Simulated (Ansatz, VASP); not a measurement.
**SnSe in VASP and in Ansatz**

```
Sn Se
1.0
     0.00000    2.84270    2.84270
     2.84270    0.00000    2.84270
     2.84270    2.84270    0.00000
Sn Se
1 1
Cartesian
  0.0000 0.0000 0.0000
  2.8427 2.8427 2.8427
```

Change from the starting cell: hydrostatic strain -5.3%.

Alike in both runs: task single point; functional PBE; k mesh 8 × 8 × 8; occupations fermi-dirac, width 0.02 eV; no spin polarisation.

```csv
,VASP,Ansatz
version,VASP 6.6.1,Ansatz 0.2.0
potentials or method,"VASP PAW PBE potentials, release 64 (Sn_d, Se)","plane waves, PAW"
plane-wave cutoff (eV),500,420
valence electrons in the cell,20,30
```

|  | VASP | Ansatz | Ansatz less VASP |
| --- | --- | --- | --- |
| pressure (GPa) | 14.0 | 14.0 | -0.02 |

The functional is the same, so the differences come from potentials, cutoffs and numerics. VASP's potentials hold 20 valence electrons a cell and Ansatz's 30, so a difference there can come from the potentials and not from the codes.
